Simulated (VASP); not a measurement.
# CuF (P6_3mc) in VASP: settings compared

Aim: see how the results for CuF move with the level of theory and the settings. Levels: r2SCAN, PBE. Tasks: single point, relaxation of cell and atoms.

Program: VASP 6.6.1. These are calculated values, not measurements. Logs are shortened: lines on timing, memory, paths and dates and some standing lists are left out, and cuts for length are marked.

## 1. The cell of the first run

It takes space group P6_3mc (No. 186, hexagonal). The conventional cell has a = 2.790 Å, b = 2.790 Å, c = 6.721 Å, α = 90.00°, β = 90.00°, γ = 120.00°. Within 2.5 Å of Cu (site symmetry 3m) lie 4 F at 1.90 to 2.17 Å. F (site symmetry 3m) has 4 Cu at 1.90 to 2.17 Å within 2.5 Å.

## 2. Single point, r2SCAN

The input, POSCAR:

```
CuF
1.0
    2.7897758246      0.0000000000      0.0000000000
   -1.3948879123      2.4160167350      0.0000000000
    0.0000000000      0.0000000000      6.7211225818
Cu F
2 2
Direct
    0.3333333333      0.6666666667      0.0459865600
    0.6666666667      0.3333333333      0.5459865600
    0.3333333333      0.6666666667      0.3290134400
    0.6666666667      0.3333333333      0.8290134400
```

The input, INCAR.step1:

```
PREC = Accurate ; ENCUT = 520
ISMEAR = -1 ; SIGMA = 0.02
LREAL = False ; LASPH = True
NELM = 100 ; NBANDS = 26
GGA = PE ; ALGO = Normal
EDIFF = 1E-4 ; LWAVE = True
LCHARG = False
```

The input, INCAR.step2:

```
PREC = Accurate ; ENCUT = 520
EDIFF = 1E-7 ; ISMEAR = -1
SIGMA = 0.02 ; LREAL = False
LASPH = True ; NELM = 100
ALGO = Normal ; ISIF = 2
LWAVE = False ; LCHARG = True
METAGGA = R2SCAN ; LMIXTAU = True
LELF = True ; LVHAR = True
NBANDS = 26 ; ISTART = 1
```

The input, KPOINTS:

```
Automatic mesh
0
Gamma
  12 12 4
```

Potentials or basis: VASP PAW PBE potentials, release 64 (Cu, F).

Started as:

```sh
$ cat potpaw_PBE.64/Cu/POTCAR potpaw_PBE.64/F/POTCAR > POTCAR
$ cp INCAR.step1 INCAR
$ mpirun -np 1 vasp_std > vasp.out
$ cp INCAR.step2 INCAR
$ mpirun -np 1 vasp_std > vasp.out
```

OUTCAR:

```text
PREC = Accurate
   ENCUT = 520
   EDIFF = 1E-7
   ISMEAR = -1
   LREAL = False
   LASPH = True
   NELM = 100
   ISIF = 2
   METAGGA = R2SCAN
   ISTART = 1

 ion  position               nearest neighbor table
   1  0.333  0.667  0.046-   3 1.90   4 2.17   4 2.17   4 2.17
   2  0.667  0.333  0.546-   4 1.90   3 2.17   3 2.17   3 2.17
   3  0.333  0.667  0.329-   1 1.90   2 2.17   2 2.17   2 2.17
   4  0.667  0.333  0.829-   2 1.90   1 2.17   1 2.17   1 2.17

  LATTYP: Found a hexagonal cell.
 ALAT       =     2.7897758246
 C/A-ratio  =     2.4091980877

  Lattice vectors:

 A1 = (   2.7897758246,   0.0000000000,   0.0000000000)
 A2 = (  -1.3948879123,   2.4160167350,   0.0000000000)
 A3 = (   0.0000000000,   0.0000000000,   6.7211225818)

Analysis of symmetry for initial positions (statically):
=====================================================================
 Subroutine PRICEL returns:
 Original cell was already a primitive cell.

 Routine SETGRP: Setting up the symmetry group for a
 hexagonal supercell.

 Subroutine GETGRP returns: Found 12 space group operations
 (whereof  6 operations were pure point group operations)
 out of a pool of 24 trial point group operations.

The static configuration has the point symmetry C_3v.
 The point group associated with its full space group is C_6v.

Analysis of symmetry for dynamics (positions and initial velocities):
=====================================================================
 Subroutine PRICEL returns:
 Original cell was already a primitive cell.

 Routine SETGRP: Setting up the symmetry group for a
 hexagonal supercell.

 Subroutine GETGRP returns: Found 12 space group operations
 (whereof  6 operations were pure point group operations)
 out of a pool of 24 trial point group operations.

The dynamic configuration has the point symmetry C_3v.
 The point group associated with its full space group is C_6v.

 Subroutine INISYM returns: Found 12 space group operations
 (whereof  6 operations are pure point group operations),
 and found     1 'primitive' translations

----------------------------------------------------------------------------------------

                                     Primitive cell

  volume of cell :      45.3013

  direct lattice vectors                    reciprocal lattice vectors
     2.789775825  0.000000000  0.000000000     0.358451741  0.206952209  0.000000000
    -1.394887912  2.416016735  0.000000000     0.000000000  0.413904418  0.000000000
     0.000000000  0.000000000  6.721122582     0.000000000  0.000000000  0.148784669

  length of vectors
     2.789775825  2.789775825  6.721122582     0.413904418  0.413904418  0.148784669

  position of ions in fractional coordinates (direct lattice)
     0.333333333  0.666666667  0.045986560
     0.666666667  0.333333333  0.545986560
     0.333333333  0.666666667  0.329013440
     0.666666667  0.333333333  0.829013440

  ion indices of the primitive-cell ions
   primitive index   ion index
                 1           1
                 2           2
                 3           3
                 4           4

----------------------------------------------------------------------------------------

 KPOINTS: Automatic mesh

Automatic generation of k-mesh.
 Grid dimensions read from file:
 generate k-points for:   12   12    4

 Generating k-lattice:

  Cartesian coordinates                     Fractional coordinates (reciprocal lattice)
     0.029870978  0.017246017  0.000000000     0.083333333  0.000000000  0.000000000
     0.000000000  0.034492035  0.000000000     0.000000000  0.083333333  0.000000000
     0.000000000  0.000000000  0.037196167     0.000000000  0.000000000  0.250000000

  Length of vectors
     0.034492035  0.034492035  0.037196167

  Shift w.r.t. Gamma in fractional coordinates (k-lattice)
     0.000000000  0.000000000  0.000000000

 Subroutine IBZKPT returns following result:
 ===========================================

 Found     57 irreducible k-points:

 Following reciprocal coordinates:
            Coordinates               Weight
  0.000000  0.000000  0.000000      1.000000
  0.083333  0.000000  0.000000      6.000000
  0.166667  0.000000  0.000000      6.000000
  0.250000  0.000000  0.000000      6.000000
  0.333333  0.000000  0.000000      6.000000
  0.416667  0.000000  0.000000      6.000000
[... 16 lines left out ...]
  0.250000  0.000000  0.250000     12.000000
  0.333333  0.000000  0.250000     12.000000
 [... further k-points ...]
   k-points           NKPTS =     57   k-points in BZ     NKDIM =     57   number of bands    NBANDS=     26
   number of dos      NEDOS =    301   number of ions     NIONS =      4
   total plane-waves  NPLWV =  28800
   dimension x,y,z NGX =    24 NGY =   24 NGZ =   50
   dimension x,y,z NGXF=    48 NGYF=   48 NGZF=  100
   ions per type =               2   2
   NGX,Y,Z   is equivalent  to a cutoff of  14.30, 14.30, 12.37 a.u.
   NGXF,Y,Z  is equivalent  to a cutoff of  28.60, 28.60, 24.73 a.u.
 SYSTEM =  unknown system
   PREC   = accura    normal or accurate (medium, high low for compatibility)
   ISTART =      1    job   : 0-new  1-cont  2-samecut
   ICHARG =      0    charge: 1-file 2-atom 10-const
   ISPIN  =      1    spin polarized calculation?
   LNONCOLLINEAR =      F non collinear calculations
   LSORBIT =      F    spin-orbit coupling
   LASPH  =      T    aspherical Exc in radial PAW
   ENCUT  =  520.0 eV  38.22 Ry    6.18 a.u.   5.19  5.19 12.50*2*pi/ulx,y,z
   NELM   =    100;   NELMIN=  2; NELMDL=  0     # of ELM steps
   EDIFF  = 0.1E-06   stopping-criterion for ELM
   LREAL  =      F    real-space projection
   EDIFFG = 0.1E-05   stopping-criterion for IOM
   NSW    =      0    number of steps for IOM
   IBRION =     -1    ionic relax: 0-MD 1-quasi-New 2-CG
   NFREE  =      0    steps in history (QN), initial steepest desc. (CG)
   ISIF   =      2    stress and relaxation
   ISYM   =      2    0-nonsym 1-usesym 2-fastsym
   POTIM  = 0.5000    time-step for ionic-motion
   TEBEG  =    0.0;   TEEND  =   0.0 temperature during run
   PSTRESS=    0.0 pullay stress
   NELECT =      36.0000    total number of electrons
   NUPDOWN=      -1.0000    fix difference up-down
   EMIN   =  10.00;   EMAX   =-10.00  energy-range for DOS
   EFERMI =   0.00;   METHOD = LEGACY
   ISMEAR =    -1;   SIGMA  =   0.02  broadening in eV -4-tet -1-fermi 0-gaus
   EFERMI_NEDOS =   21; number of points for ismear=-14 and -15
   IALGO  =     38    algorithm
   IMIX   =      4    mixing-type and parameters
     AMIX     =   0.40;   BMIX     =  1.00
     AMIX_MAG =   1.60;   BMIX_MAG =  1.00
  volume/ion in A,a.u.               =      11.33        76.43
  Fermi-wavevector in a.u.,A,eV,Ry     =   1.516370  2.865525 31.284955  2.299379
  Thomas-Fermi vector in A             =   2.625769
   LORBIT       =      0    0 simple, 1 ext, 2 COOP (PROOUT), +10 PAW based schemes
   METAGGA = R2SCAN    functional components
   LHFCALC =     F    Hartree Fock is set to
   AEXX    =    0.0000 exact exchange contribution
   IVDW    =     0    specifies the selected vdW correction
   LEPSILON=     F    determine dielectric tensor
   LRPA    =     F    only Hartree local field effects (RPA)
 non-spin polarized calculation
  energy-cutoff  :      520.00
  volume of cell :       45.30
 maximum number of plane-waves:      1237
 NGX is ok and might be reduce to    24
   NGX = 11   NGY = 11   NGZ = 25

 number of electron      35.9999974 magnetization

 Free energy of the ion-electron system (eV)
  ---------------------------------------------------
  ext. energy  EPLUGINS =         0.00000000
  ---------------------------------------------------
  free energy    TOTEN  =       -32.20364755 eV

  energy without entropy =      -32.20364670  energy(sigma->0) =      -32.20364712

 E-fermi :   3.9430     XC(G=0): -11.7536

 val. band max:        3.7317128550   @ k =   0.4167   0.0000   0.0000
 cond. band min:       4.0921858244   @ k =   0.0000   0.0000   0.0000
 fundamental gap:      0.3604729693
 Fermi energy:         3.9429664926

 k-point     1 :       0.0000    0.0000    0.0000
  band No.  band energies     occupation
      1     -21.8748      2.00000
      2     -21.7448      2.00000
      3      -4.5677      2.00000
      4      -3.1946      2.00000
      5      -0.9194      2.00000
      6      -0.9194      2.00000
[... 18 lines left out ...]
     25      24.3286      0.00000
     26      24.9589      0.00000

 k-point     2 :       0.0833    0.0000    0.0000
  band No.  band energies     occupation
      1     -21.8425      2.00000
      2     -21.7167      2.00000
      3      -4.4774      2.00000
      4      -3.1674      2.00000
      5      -1.1965      2.00000
      6      -0.9542      2.00000
[... 18 lines left out ...]
     25      23.5094      0.00000
     26      23.7319      0.00000

 k-point     3 :       0.1667    0.0000    0.0000
  band No.  band energies     occupation
      1     -21.7532      2.00000
      2     -21.6407      2.00000
      3      -4.2292      2.00000
      4      -3.0972      2.00000
      5      -1.7713      2.00000
      6      -1.3808      2.00000
[... 18 lines left out ...]
     25      20.8337      0.00000
     26      22.4007      0.00000

 k-point     4 :       0.2500    0.0000    0.0000
  band No.  band energies     occupation
      1     -21.6280      2.00000
      2     -21.5349      2.00000
      3      -3.8897      2.00000
      4      -3.0180      2.00000
      5      -2.3740      2.00000
      6      -2.0246      2.00000
[... 18 lines left out ...]
     25      19.5238      0.00000
     26      20.7983      0.00000

 k-point     5 :       0.3333    0.0000    0.0000
  band No.  band energies     occupation
      1     -21.4985      2.00000
      2     -21.4279      2.00000
      3      -3.5619      2.00000
      4      -3.0520      2.00000
      5      -2.7860      2.00000
      6      -2.5975      2.00000
[... 18 lines left out ...]
     25      19.4268      0.00000
     26      20.0965      0.00000

 k-point     6 :       0.4167    0.0000    0.0000
  band No.  band energies     occupation
      1     -21.3986      2.00000
      2     -21.3505      2.00000
      3      -3.3854      2.00000
      4      -3.3045      2.00000
      5      -2.9810      2.00000
      6      -2.7807      2.00000
[... 427 lines left out ...]
 k-point    21 :       0.0833    0.0000    0.2500
  band No.  band energies     occupation
      1     -21.8240      2.00000
      2     -21.7352      2.00000
      3      -4.3215      2.00000
      4      -3.4120      2.00000
      5      -1.1304      2.00000
      6      -0.9181      2.00000
[... 18 lines left out ...]
     25      23.1499      0.00000
     26      23.7877      0.00000

 k-point    22 :       0.1667    0.0000    0.2500
  band No.  band energies     occupation
      1     -21.7368      2.00000
      2     -21.6572      2.00000
      3      -4.0957      2.00000
      4      -3.3144      2.00000
      5      -1.6754      2.00000
      6      -1.4158      2.00000
[... 18 lines left out ...]
     25      20.7321      0.00000
     26      22.7012      0.00000

 k-point    23 :       0.2500    0.0000    0.2500
  band No.  band energies     occupation
      1     -21.6146      2.00000
      2     -21.5487      2.00000
      3      -3.7917      2.00000
      4      -3.2021      2.00000
      5      -2.2695      2.00000
      6      -2.0479      2.00000
[... 18 lines left out ...]
     25      20.8221      0.00000
     26      21.2914      0.00000

 k-point    24 :       0.3333    0.0000    0.2500
  band No.  band energies     occupation
      1     -21.4882      2.00000
      2     -21.4384      2.00000
      3      -3.5090      2.00000
      4      -3.1705      2.00000
      5      -2.7174      2.00000
      6      -2.6031      2.00000
[... 18 lines left out ...]
     25      19.8553      0.00000
     26      20.2234      0.00000

 [... further k-points ...]

------------------------ aborting loop because EDIFF is reached ----------------------------------------

  FORCE on cell =-STRESS in cart. coord.  units (eV):
  Direction    XX          YY          ZZ          XY          YZ          ZX
  --------------------------------------------------------------------------------------
  -------------------------------------------------------------------------------------
  Total       -0.0040326     -0.0040326      0.3415969      0.0000000      0.0000000      0.0000000
  in kB       -0.1426218     -0.1426218     12.0812934      0.0000000      0.0000000      0.0000000
  external PRESSURE =       3.9320166 kB  Pullay stress =       0.0000000 kB

 VOLUME and BASIS-vectors are now :
 -----------------------------------------------------------------------------
  energy-cutoff  :      520.00
  volume of cell :       45.30
      direct lattice vectors                 reciprocal lattice vectors
     2.789775825  0.000000000  0.000000000     0.358451741  0.206952209  0.000000000
    -1.394887912  2.416016735  0.000000000     0.000000000  0.413904418  0.000000000
     0.000000000  0.000000000  6.721122582     0.000000000  0.000000000  0.148784669

 POSITION                                       TOTAL-FORCE (eV/Angst)
 -----------------------------------------------------------------------------------
     -0.00000      1.61068      0.30908        -0.000000     -0.000000     -0.044624
      1.39489      0.80534      3.66964         0.000000      0.000000     -0.044624
     -0.00000      1.61068      2.21134        -0.000000      0.000000      0.044624
      1.39489      0.80534      5.57190         0.000000     -0.000000      0.044624
 -----------------------------------------------------------------------------------
    total drift:                                0.000000      0.000001      0.023444

  FREE ENERGIE OF THE ION-ELECTRON SYSTEM (eV)
  ---------------------------------------------------
  free  energy   TOTEN  =       -32.2036475468 eV

  energy  without entropy=      -32.2036466956  energy(sigma->0) =      -32.20364712
```

Run time: 7 min. Hardware: 1 thread of Intel Xeon 8259CL, shared host; peak memory 0.21 GiB.

What came out:

```yaml
Free_energy: -32.2036 eV
Pressure: 0.4 GPa
Largest_force: 0.045 eV/Å
Band_gap_on_the_k_mesh: 0.36 eV (least direct gap 0.78 eV)
```

Forces in eV/Å, atoms in the order of the input:
```
Cu   0.000  0.000 -0.045
Cu   0.000  0.000 -0.045
F    0.000  0.000  0.045
F    0.000  0.000  0.045
```

Caveat: the structure was generated, so it needn't be the stable form of CuF; semilocal functionals underestimate gaps, and a narrow one can read as zero; the PAW data sets were made with another functional, which shifts forces and pressure a little.

[end of part 1 of 2]
